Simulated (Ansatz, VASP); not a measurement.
# One calculation of BiBrO, two programs

Contents of INCAR:

```
PREC     = Accurate       # precision mode
ENCUT    = 520            # plane-wave cutoff, eV
EDIFF    = 1E-6           # SCF threshold, eV
ISMEAR   = 0              # smearing method
SIGMA    = 0.05           # smearing width, eV
LREAL    = False          # projectors in reciprocal space
LASPH    = True           # aspherical terms in the spheres
NELM     = 60             # most SCF steps
ALGO     = Normal         # electronic algorithm
ISIF     = 2              # what is computed and relaxed
LWAVE    = False          # write WAVECAR
LCHARG   = False          # write CHGCAR
NBANDS   = 37             # bands
```

File KPOINTS:

```
Automatic mesh
0
Gamma
  8 8 4
```

Contents of POSCAR:

```
BiBrO
1.0
    3.8179000000      0.0000000000      0.0000000000
    0.0000000000      3.8179000000      0.0000000000
    0.0000000000      0.0000000000      7.8867516861
Bi Br O
2 2 2
Direct
    0.0000000000      0.5000000000      0.1575579020
    0.5000000000      0.0000000000      0.8424420980
    0.0000000000      0.5000000000      0.6517216503
    0.5000000000      0.0000000000      0.3482783497
    0.0000000000      0.0000000000      0.0000000000
    0.5000000000      0.5000000000      0.0000000000
```

Input for Ansatz:

```yaml
crystal:
  lattice:
    - [3.8179, 0.0, 0.0]
    - [0.0, 3.8179, 0.0]
    - [0.0, 0.0, 7.8867516861]
  atoms:
    - { symbol: Bi, position: [0.0, 0.5, 0.157557902] }
    - { symbol: Bi, position: [0.5, 0.0, 0.842442098] }
    - { symbol: Br, position: [0.0, 0.5, 0.6517216503] }
    - { symbol: Br, position: [0.5, 0.0, 0.3482783497] }
    - { symbol: O, position: [0.0, 0.0, 0.0] }
    - { symbol: O, position: [0.5, 0.5, 0.0] }
basis:
  ecutwfc: 520.0
kpoints:
  mp_grid: { grid: [8, 8, 4] }
hamiltonian:
  xc: lda
  pseudopotentials: { kind: paw }
scf:
  occupations: { method: gaussian, width: 0.05 }
output:
  forces: true
  stress: true
  eigenvalues: true
  write_density: true
  write_potential: true
  elf: true
  volumetric_format: npy
```

Alike in both runs: task single point; functional LDA; k mesh 8 × 8 × 4; occupations gaussian, width 0.05 eV; no spin polarisation.

|  | VASP | Ansatz |
| --- | --- | --- |
| version | VASP 6.6.1 | Ansatz 0.2.0 |
| potentials or method | VASP PAW LDA potentials, release 64 (Bi_d, Br, O), cutoff 520 eV | scalar-relativistic, plane waves, PAW |
| valence electrons in the cell | 56 | 56 |

|  | VASP | Ansatz | Ansatz less VASP |
| --- | --- | --- | --- |
| gap on the k mesh at the Fermi level (eV) | 2.07 | 2.09 | +0.020 |
| least direct gap on the mesh (eV) | 2.35 | 2.36 | +0.009 |
| pressure (GPa) | 4.2 | 3.9 | -0.36 |
| traceless stress, the component that is largest in VASP (GPa) | -1.29 | -1.24 | +0.051 |
| rms of the force components (eV/Å) | 0.143 | 0.114 | -0.0296 |

LDA's correlation is that of Perdew and Zunger in VASP and of Perdew and Wang (1992) in Ansatz. Atom by atom the forces differ by 0.030 eV/Å (rms over components).

Spin-orbit coupling is off throughout.
